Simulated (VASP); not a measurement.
# IrF (P4/nmm) in VASP: a series of runs

Runs on IrF. Level: PBE. Tasks: single point, relaxation of cell and atoms.

Program: VASP 6.6.1. These are calculated values, not measurements. Logs are shortened: lines on timing, memory, paths and dates and some standing lists are left out, and cuts for length are marked.

### 1 The cell of the first run

The structure is tetragonal, space group P4/nmm (No. 129). Conventional cell: a = 3.016 Å, b = 3.016 Å, c = 5.471 Å, α = 90.00°, β = 90.00°, γ = 90.00°. Within 3.2 Å of Ir (site symmetry 4mm) lie 6 F at 2.46 to 2.84 Å and 8 Ir at 2.55 to 3.02 Å. F (site symmetry 4mm) has 6 Ir at 2.46 to 2.84 Å and 8 F at 2.68 to 3.02 Å within 3.2 Å.

### 2 Single point, PBE, collinear spin, ferromagnetic start

Input file INCAR:

```
  PREC = Accurate
  ENCUT = 520
  EDIFF = 1E-7
  ISMEAR = 0
  SIGMA = 0.1
  LREAL = F
  LASPH = T
  NELM = 150
  ALGO = Normal
  ISIF = 2
  LWAVE = F
  LCHARG = F
  ISPIN = 2
  MAGMOM = 1 1 0 0
  LORBIT = 11
  LMAXMIX = 4
  GGA = PE
  NBANDS = 28
```

Input file KPOINTS:

```
regular mesh
0
Gamma
  6 6 4
```

Input file POSCAR:

```
IrF
1.0
    3.0156608600      0.0000000000      0.0000000000
    0.0000000000      3.0156608600      0.0000000000
    0.0000000000      0.0000000000      5.4710973700
Ir F
2 2
Direct
    0.0000000000      0.5000000000      0.3714335900
    0.5000000000      0.0000000000      0.6285664100
    0.0000000000      0.5000000000      0.8515796700
    0.5000000000      0.0000000000      0.1484203300
```

Potentials or basis: VASP PAW PBE potentials, release 64 (Ir, F).

Run with:

```sh
> cat potpaw_PBE.64/Ir/POTCAR potpaw_PBE.64/F/POTCAR > POTCAR
> mpirun -np 1 vasp_std > vasp.out
```

OUTCAR:

```text
PREC = Accurate
   ENCUT = 520
   EDIFF = 1E-7
   ISMEAR = 0
   LREAL = F
   LASPH = T
   NELM = 150
   ISIF = 2
   ISPIN = 2
   LORBIT = 11
   GGA = PE

 ion  position               nearest neighbor table
   1  0.000  0.500  0.371-   4 2.46   4 2.46   4 2.46   4 2.46   2 2.55   2 2.55   2 2.55   2 2.55
                             3 2.63
   2  0.500  0.000  0.629-   3 2.46   3 2.46   3 2.46   3 2.46   1 2.55   1 2.55   1 2.55   1 2.55
                             4 2.63
   3  0.000  0.500  0.852-   2 2.46   2 2.46   2 2.46   2 2.46   1 2.63
   4  0.500  0.000  0.148-   1 2.46   1 2.46   1 2.46   1 2.46   2 2.63

  LATTYP: Found a simple tetragonal cell.
 ALAT       =     3.0156608600
 C/A-ratio  =     1.8142283314

  Lattice vectors:

 A1 = (   3.0156608600,   0.0000000000,   0.0000000000)
 A2 = (   0.0000000000,   3.0156608600,   0.0000000000)
 A3 = (   0.0000000000,   0.0000000000,   5.4710973700)

Analysis of symmetry for initial positions (statically):
=====================================================================
 Subroutine PRICEL returns:
 Original cell was already a primitive cell.

 Routine SETGRP: Setting up the symmetry group for a
 simple tetragonal supercell.

 Subroutine GETGRP returns: Found 16 space group operations
 (whereof  8 operations were pure point group operations)
 out of a pool of 16 trial point group operations.

The static configuration has the point symmetry D_2d.
 The point group associated with its full space group is D_4h.

Analysis of symmetry for dynamics (positions and initial velocities):
=====================================================================
 Subroutine PRICEL returns:
 Original cell was already a primitive cell.

 Routine SETGRP: Setting up the symmetry group for a
 simple tetragonal supercell.

 Subroutine GETGRP returns: Found 16 space group operations
 (whereof  8 operations were pure point group operations)
 out of a pool of 16 trial point group operations.

The dynamic configuration has the point symmetry D_2d.
 The point group associated with its full space group is D_4h.

Analysis of structural, dynamic, and magnetic symmetry:
=====================================================================
 Subroutine PRICEL returns:
 Original cell was already a primitive cell.

 Routine SETGRP: Setting up the symmetry group for a
 simple tetragonal supercell.

 Subroutine GETGRP returns: Found 16 space group operations
 (whereof  8 operations were pure point group operations)
[... 134 lines left out ...]
   AEXX    =    0.0000 exact exchange contribution
   IVDW    =     0    specifies the selected vdW correction
   LEPSILON=     F    determine dielectric tensor
   LRPA    =     F    only Hartree local field effects (RPA)
 spin polarized calculation
 Gauss-broadening in eV      SIGMA  =   0.10
  energy-cutoff  :      520.00
  volume of cell :       49.76
 maximum number of plane-waves:      1356
 NGX is ok and might be reduce to    24
   NGX = 11   NGY = 11   NGZ = 21

 number of electron      32.0000022 magnetization      -0.0001116

 number of electron      32.0000022 magnetization       0.0000200

 Free energy of the ion-electron system (eV)
  ---------------------------------------------------
  ext. energy  EPLUGINS =         0.00000000
  ---------------------------------------------------
  free energy    TOTEN  =       -21.69207446 eV

  energy without entropy =      -21.68392531  energy(sigma->0) =      -21.68799989

 E-fermi :   6.0150     XC(G=0): -12.2014

 val. band max:        5.9897398479   @ k =   0.0000   0.0000   0.5000
 cond. band min:       6.0902769808   @ k =   0.3333   0.0000   0.0000
 fundamental gap:      0.1005371329
 Fermi energy:         6.0149839675

 spin component 1

 k-point     1 :       0.0000    0.0000    0.0000
  band No.  band energies     occupation
      1     -17.7055      1.00000
      2     -17.0868      1.00000
      3      -2.3966      1.00000
      4      -0.4991      1.00000
      5      -0.4259      1.00000
      6       0.9534      1.00000
[... 733 lines left out ...]
     27      23.7427      0.00000
     28      23.7427      0.00000

 [... further k-points ...]

 spin component 2

 k-point     1 :       0.0000    0.0000    0.0000
  band No.  band energies     occupation
      1     -17.7055      1.00000
      2     -17.0869      1.00000
      3      -2.3966      1.00000
      4      -0.4990      1.00000
      5      -0.4259      1.00000
      6       0.9534      1.00000
[... 733 lines left out ...]
     27      23.7427      0.00000
     28      23.7427      0.00000

 [... further k-points ...]

------------------------ aborting loop because EDIFF is reached ----------------------------------------

  FORCE on cell =-STRESS in cart. coord.  units (eV):
  Direction    XX          YY          ZZ          XY          YZ          ZX
  --------------------------------------------------------------------------------------
  -------------------------------------------------------------------------------------
  Total       -2.1953441     -2.1953441      7.2697398      0.0000000     -0.0000000      0.0000000
  in kB      -70.6925668    -70.6925668    234.0938514      0.0000000     -0.0000000      0.0000000
  external PRESSURE =      30.9029059 kB  Pullay stress =       0.0000000 kB

 VOLUME and BASIS-vectors are now :
 -----------------------------------------------------------------------------
  energy-cutoff  :      520.00
  volume of cell :       49.76
      direct lattice vectors                 reciprocal lattice vectors
     3.015660860  0.000000000  0.000000000     0.331602274  0.000000000  0.000000000
     0.000000000  3.015660860  0.000000000     0.000000000  0.331602274  0.000000000
     0.000000000  0.000000000  5.471097370     0.000000000  0.000000000  0.182778688

 POSITION                                       TOTAL-FORCE (eV/Angst)
 -----------------------------------------------------------------------------------
      0.00000      1.50783      2.03215        -0.000000     -0.000000     -0.316618
      1.50783      0.00000      3.43895         0.000000     -0.000000      0.316618
      0.00000      1.50783      4.65908        -0.000000      0.000000      1.024369
      1.50783      0.00000      0.81202         0.000000     -0.000000     -1.024369
 -----------------------------------------------------------------------------------
    total drift:                                0.000000      0.000000      0.000000

  FREE ENERGIE OF THE ION-ELECTRON SYSTEM (eV)
  ---------------------------------------------------
  free  energy   TOTEN  =       -21.6920744571 eV

  energy  without entropy=      -21.6839253131  energy(sigma->0) =      -21.68799989

 total charge

# of ion       s       p       d       tot
------------------------------------------
    1        0.598   0.455   6.945   7.997
    2        0.598   0.455   6.945   7.997
    3        1.755   4.266   0.000   6.021
    4        1.755   4.266   0.000   6.021
--------------------------------------------------
tot          4.704   9.441  13.890  28.035

 magnetization (x)

# of ion       s       p       d       tot
------------------------------------------
    1        0.000   0.000   0.000   0.000
    2        0.000   0.000   0.000   0.000
    3       -0.000  -0.000   0.000  -0.000
    4       -0.000  -0.000   0.000  -0.000
--------------------------------------------------
tot          0.000  -0.000   0.000   0.000
```

Run time: 64 s. Hardware: 1 thread of Intel Xeon 6975P-C, shared host; peak memory 0.22 GiB.

What came out:

```
Free energy                                           : -21.6921 eV
Pressure                                              : 3.1 GPa
Largest force                                         : 1.024 eV/Å
Band gap on the k mesh                                : 0.10 eV, indirect (least direct gap 0.28 eV)
Net moment                                            : 0.00 μB per cell
Valence electrons inside the program's atomic spheres : Ir 8.00; F 6.02
```

Forces on the atoms (eV/Å):
```
Ir   0.000  0.000 -0.317
Ir   0.000  0.000  0.317
F    0.000  0.000  1.024
F    0.000  0.000 -1.024
```

Caveat: spin-orbit coupling is left out, which moves the levels of the heavy elements; forces of over 1 eV/Å act on the atoms, so gaps and moduli don't describe the material at rest.

### 3 Single point, PBE, collinear spin, ferromagnetic start

This run uses another cell than the first one, of 14.57 Å³/atom, 1.171 times its volume.

Input file INCAR:

```
SYSTEM = IrF
  PREC = Accurate
  ENCUT = 520
  EDIFF = 1E-7
  ISMEAR = 0
  SIGMA = 0.1
  LREAL = .False.
  LASPH = .True.
  NELM = 150
  ALGO = Normal
  ISIF = 2
  LWAVE = .False.
  LCHARG = .False.
  ISPIN = 2
  MAGMOM = 1 1 0 0
  LORBIT = 11
  LMAXMIX = 4
  GGA = PE
  NBANDS = 28
```

Input file KPOINTS:

```
regular mesh
0
Gamma
  6 6 4
  0 0 0
```

Input file POSCAR:

```
IrF
1.0
    2.8641997818      0.0000000000      0.0000000000
    0.0000000000      2.8641997818      0.0000000000
    0.0000000000      0.0000000000      7.1041184327
Ir F
2 2
Direct
    0.0000000000      0.5000000000      0.3927737482
    0.5000000000      0.0000000000      0.6072262518
    0.0000000000      0.5000000000      0.8067644723
    0.5000000000      0.0000000000      0.1932355277
```

Potentials or basis: VASP PAW PBE potentials, release 64 (Ir, F).

Run with:

```sh
> cat potpaw_PBE.64/Ir/POTCAR potpaw_PBE.64/F/POTCAR > POTCAR
> mpirun -np 1 vasp_std > vasp.out
```

Wall time 95 s (1 thread of Intel Xeon 6975P-C, shared host); peak memory 0.24 GiB.

It converged, with:

| Property | Result |
| --- | --- |
| Free energy | -22.3665 eV |
| Pressure | 0.3 GPa |
| Largest force | 0.105 eV/Å |
| Band gap on the k mesh | zero (filled and empty bands overlap) |
| Net moment | 0.00 μB per cell |
| Valence electrons inside the program's atomic spheres | Ir 8.10; F 5.99 |

Forces on the atoms (eV/Å):
```
Ir   0.000  0.000 -0.105
Ir   0.000  0.000  0.105
F    0.000  0.000 -0.005
F    0.000  0.000  0.005
```

Stress tensor (GPa, compression positive):
```
0.34 0.00 0.00
0.00 0.34 0.00
0.00 0.00 0.18
```

Levels at points of the mesh, in eV from the Fermi level:
Spin up:
| k point | band 13 | band 14 | band 15 | band 16 | band 17 | band 18 | band 19 | band 20 |
| --- | --- | --- | --- | --- | --- | --- | --- | --- |
| (0.00, 0.00, 0.00) | -2.73 | -2.73 | -2.59 | -0.94 | 0.24 | 0.32 | 0.32 | 2.46 |
| (0.50, 0.00, 0.00) | -2.97 | -2.97 | -0.70 | -0.70 | 0.43 | 0.43 | 2.75 | 2.75 |
| (0.50, 0.50, 0.00) | -0.48 | -0.48 | 0.22 | 0.22 | 0.31 | 0.31 | 5.16 | 5.16 |
| (0.00, 0.00, 0.50) | -2.70 | -2.70 | -2.59 | -0.92 | 0.24 | 0.31 | 0.31 | 1.81 |
| (0.50, 0.00, 0.50) | -2.96 | -2.96 | -0.73 | -0.73 | 0.42 | 0.42 | 2.69 | 2.69 |
| (0.50, 0.50, 0.50) | -0.52 | -0.52 | 0.18 | 0.18 | 0.31 | 0.31 | 5.19 | 5.19 |
Spin down:
```csv
k point,band 13,band 14,band 15,band 16,band 17,band 18,band 19,band 20
"(0.00, 0.00, 0.00)",-2.73,-2.73,-2.59,-0.94,0.24,0.32,0.32,2.46
"(0.50, 0.00, 0.00)",-2.97,-2.97,-0.70,-0.70,0.43,0.43,2.75,2.75
"(0.50, 0.50, 0.00)",-0.48,-0.48,0.22,0.22,0.31,0.31,5.16,5.16
"(0.00, 0.00, 0.50)",-2.70,-2.70,-2.59,-0.92,0.24,0.31,0.31,1.81
"(0.50, 0.00, 0.50)",-2.96,-2.96,-0.73,-0.73,0.42,0.42,2.69,2.69
"(0.50, 0.50, 0.50)",-0.52,-0.52,0.18,0.18,0.31,0.31,5.19,5.19
```

Caveat: the k points lie up to 0.37 Å⁻¹ apart; spin-orbit coupling is left out, which moves the levels of the heavy elements.

### 4 Single point, PBE

This run uses another cell than the first one, of 14.71 Å³/atom, 1.182 times its volume.

Input file INCAR:

```
SYSTEM = IrF
PREC     = Accurate       ! precision mode
ENCUT    = 520            ! plane-wave cutoff, eV
EDIFF    = 1E-6           ! SCF threshold, eV
ISMEAR   = 0              ! smearing method
SIGMA    = 0.1            ! smearing width, eV
LREAL    = .FALSE.        ! projectors in reciprocal space
LASPH    = .TRUE.         ! aspherical terms in the spheres
NELM     = 100            ! most SCF steps
ALGO     = Normal         ! electronic algorithm
ISIF     = 2              ! what is computed and relaxed
LWAVE    = .FALSE.        ! write WAVECAR
LCHARG   = .FALSE.        ! write CHGCAR
GGA      = PE             ! functional
NBANDS   = 24             ! bands
```

Input file KPOINTS:

```
regular mesh
0
G
  16 16 8
  0 0 0
```

Input file POSCAR:

```
IrF
1.0
    2.8656958689      0.0000000000      0.0000000000
    0.0000000000      2.8656958689      0.0000000000
    0.0000000000      0.0000000000      7.1643376834
Ir F
2 2
Direct
    0.0000000000      0.5000000000      0.3939130843
    0.5000000000      0.0000000000      0.6060869157
    0.0000000000      0.5000000000      0.8040814513
    0.5000000000      0.0000000000      0.1959185487
```

Run with:

```sh
> cat potpaw_PBE.64/Ir/POTCAR potpaw_PBE.64/F/POTCAR > POTCAR
> mpirun -np 1 vasp_std > vasp.out
```

Wall time 4.5 min (1 thread of Intel Xeon 6975P-C, shared host); peak memory 0.39 GiB.

Results (log left out):

```
Free energy            : -22.3621 eV
Pressure               : 0.3 GPa
Largest force          : 0.103 eV/Å
Band gap on the k mesh : zero (band 16 reaches 4.12 eV, above the bottom of band 17 at 3.75 eV)
```

Forces on the atoms (eV/Å):
```
Ir   0.000  0.000 -0.103
Ir   0.000  0.000  0.103
F    0.000  0.000 -0.002
F    0.000  0.000  0.002
```

Stress tensor (GPa, compression positive):
```
0.33 0.00 0.00
0.00 0.33 0.00
0.00 0.00 0.15
```

Levels at points of the mesh, in eV from the Fermi level:
```tsv
k point	band 13	band 14	band 15	band 16	band 17	band 18	band 19	band 20
(0.00, 0.00, 0.00)	-2.70	-2.70	-2.59	-0.91	0.26	0.34	0.34	2.47
(0.50, 0.00, 0.00)	-2.94	-2.94	-0.69	-0.69	0.45	0.45	2.76	2.76
(0.50, 0.50, 0.00)	-0.47	-0.47	0.24	0.24	0.32	0.32	5.17	5.17
(0.00, 0.00, 0.50)	-2.68	-2.68	-2.59	-0.89	0.26	0.33	0.33	1.86
(0.50, 0.00, 0.50)	-2.92	-2.92	-0.71	-0.71	0.45	0.45	2.71	2.71
(0.50, 0.50, 0.50)	-0.50	-0.50	0.20	0.20	0.32	0.32	5.20	5.20
```

Caveat: spin-orbit coupling is left out, which moves the levels of the heavy elements.

### 5 Relaxation of cell and atoms, PBE, collinear spin, ferromagnetic start

Input file INCAR:

```
SYSTEM = IrF
ALGO = Normal
EDIFF = 1E-6
EDIFFG = -0.04
ENCUT = 600
GGA = PE
IBRION = 2
ISIF = 3
ISMEAR = 0
ISPIN = 2
LASPH = .True.
LCHARG = .False.
LMAXMIX = 4
LORBIT = 11
LREAL = .False.
LWAVE = .False.
MAGMOM = 1 1 0 0
NELM = 150
NSW = 90
PREC = Accurate
SIGMA = 0.1
```

Input file KPOINTS:

```
k-points
0
Gamma
  6 6 4
  0 0 0
```

Input file POSCAR:

```
IrF
1.0
    3.0156608600      0.0000000000      0.0000000000
    0.0000000000      3.0156608600      0.0000000000
    0.0000000000      0.0000000000      5.4710973700
Ir F
2 2
Direct
    0.0000000000      0.5000000000      0.3714335900
    0.5000000000      0.0000000000      0.6285664100
    0.0000000000      0.5000000000      0.8515796700
    0.5000000000      0.0000000000      0.1484203300
```

Run with:

```sh
> cat potpaw_PBE.64/Ir/POTCAR potpaw_PBE.64/F/POTCAR > POTCAR
> mpirun -np 1 vasp_std > vasp.out
```

Run time: 10 min. Hardware: 1 thread of Intel Xeon 6975P-C, shared host; peak memory 0.24 GiB.

Results (log left out):

| Property | Result |
| --- | --- |
| Free energy | -22.3295 eV |
| Relaxed volume | 13.60 Å³/atom |
| Relaxed cell | a = 2.873 Å, b = 2.873 Å, c = 6.589 Å, α = 90.00°, β = 90.00°, γ = 90.00° |
| Space group after relaxing (to 0.05 Å) | P4/nmm (No. 129) |
| Energy gained by relaxing | 158.6 meV/atom |
| Ionic steps | 19 |
| Pressure after relaxing | 0.0 GPa |
| Largest force after relaxing | 0.032 eV/Å |
| Band gap on the k mesh | zero (filled and empty bands overlap) |
| Net moment | 0.00 μB per cell |
| Valence electrons inside the program's atomic spheres | Ir 8.09; F 6.00 |

Forces on the atoms (eV/Å):
```
Ir   0.000  0.000 -0.028
Ir   0.000  0.000  0.028
F    0.000  0.000  0.032
F    0.000  0.000 -0.032
```

Stress tensor (GPa, compression positive):
```
-0.12  0.00  0.00
 0.00 -0.12  0.00
 0.00  0.00  0.32
```

Step by step:
```
step  energy change (eV)  largest force (eV/Å)  pressure (GPa)  volume (Å³)
   1              0.0000                1.0219            3.08        49.76
   2             -0.4177                1.3451           -6.71        51.28
   3             -0.4185                1.3741           -6.88        51.33
   4             -0.3370                1.9812           15.57        48.00
   5             -0.5141                0.5030            1.36        49.87
   6             -0.5420                0.4428            1.00        50.34
   7             -0.5998                0.2928            0.57        51.77
   8             -0.6252                0.6202            1.12        54.61
   9             -0.5993                0.9021           -4.53        56.20
  10             -0.6316                0.1108           -0.71        55.08
  11             -0.6316                0.1217           -0.69        55.07
  12             -0.6327                0.0738            0.62        54.61
  13             -0.6329                0.0540            0.23        54.74
  14             -0.6330                0.0862           -0.33        54.80
  15             -0.6331                0.0447           -0.11        54.78
  16             -0.6334                0.0412           -0.14        54.74
  17             -0.6337                0.0454           -0.17        54.66
  18             -0.6339                0.0409           -0.13        54.59
  19             -0.6343                0.0324            0.03        54.40
```

Final structure:
```
Ir F
1.0
     2.87323    0.00000    0.00000
     0.00000    2.87323    0.00000
     0.00000    0.00000    6.58918
Ir F
2 2
Cartesian
  0.0000 1.4366 2.5351
  1.4366 0.0000 4.0541
  0.0000 1.4366 5.4550
  1.4366 0.0000 1.1342
```

Levels at points of the mesh, in eV from the Fermi level:
Spin up:
```
           k point  band 14  band 15  band 16  band 17  band 18  band 19
(0.00, 0.00, 0.00)    -2.77    -2.61    -0.91     0.24     0.32     0.32
(0.50, 0.00, 0.00)    -2.93    -0.70    -0.70     0.45     0.45     2.76
(0.50, 0.50, 0.00)    -0.46     0.27     0.27     0.29     0.29     5.17
(0.00, 0.00, 0.50)    -2.70    -2.61    -0.88     0.24     0.30     0.30
(0.50, 0.00, 0.50)    -2.88    -0.74    -0.74     0.43     0.43     2.67
(0.50, 0.50, 0.50)    -0.56     0.17     0.17     0.29     0.29     5.22
```
Spin down:
| k point | band 13 | band 14 | band 15 | band 16 | band 17 | band 18 | band 19 | band 20 |
| --- | --- | --- | --- | --- | --- | --- | --- | --- |
| (0.00, 0.00, 0.00) | -2.77 | -2.77 | -2.61 | -0.91 | 0.24 | 0.32 | 0.32 | 2.72 |
| (0.50, 0.00, 0.00) | -2.93 | -2.93 | -0.70 | -0.70 | 0.45 | 0.45 | 2.76 | 2.76 |
| (0.50, 0.50, 0.00) | -0.46 | -0.46 | 0.27 | 0.27 | 0.29 | 0.29 | 5.17 | 5.17 |
| (0.00, 0.00, 0.50) | -2.70 | -2.70 | -2.61 | -0.88 | 0.24 | 0.30 | 0.30 | 1.73 |
| (0.50, 0.00, 0.50) | -2.88 | -2.88 | -0.74 | -0.74 | 0.43 | 0.43 | 2.67 | 2.67 |
| (0.50, 0.50, 0.50) | -0.56 | -0.56 | 0.17 | 0.17 | 0.29 | 0.29 | 5.22 | 5.22 |

Caveat: spin-orbit coupling is left out, which moves the levels of the heavy elements.

### 6 The runs side by side

```tsv
task	spin	cell	k mesh	cutoff (eV)	gap on the mesh (eV)	pressure (GPa)	moment (μB)	largest force (eV/Å)
single point	collinear, ferromagnetic start	a = 3.016, b = 3.016, c = 5.471 Å, 4 atoms	6 × 6 × 4	520	0.10	3.1	0.00	1.02
single point	collinear, ferromagnetic start	a = 2.864, b = 2.864, c = 7.104 Å, 4 atoms	6 × 6 × 4	520	none	0.3	0.00	0.10
single point	off	a = 2.866, b = 2.866, c = 7.164 Å, 4 atoms	16 × 16 × 8	520	none	0.3	-	0.10
relaxation of cell and atoms	collinear, ferromagnetic start	relaxed from a = 3.016, b = 3.016, c = 5.471 Å, 4 atoms	6 × 6 × 4	600	none	0.0	0.00	0.03
```

Alike in all rows: level PBE; potentials or basis VASP PAW PBE potentials, release 64 (Ir, F); smearing gaussian 0.1 eV.

Caveats: some runs use coarse meshes; spin-orbit coupling is left out, which moves the levels of the heavy elements; forces of over 1 eV/Å act on the atoms, so gaps and moduli don't describe the material at rest (some runs).

Total energies depend on the potentials used, so only differences within one code and one set of settings carry meaning.
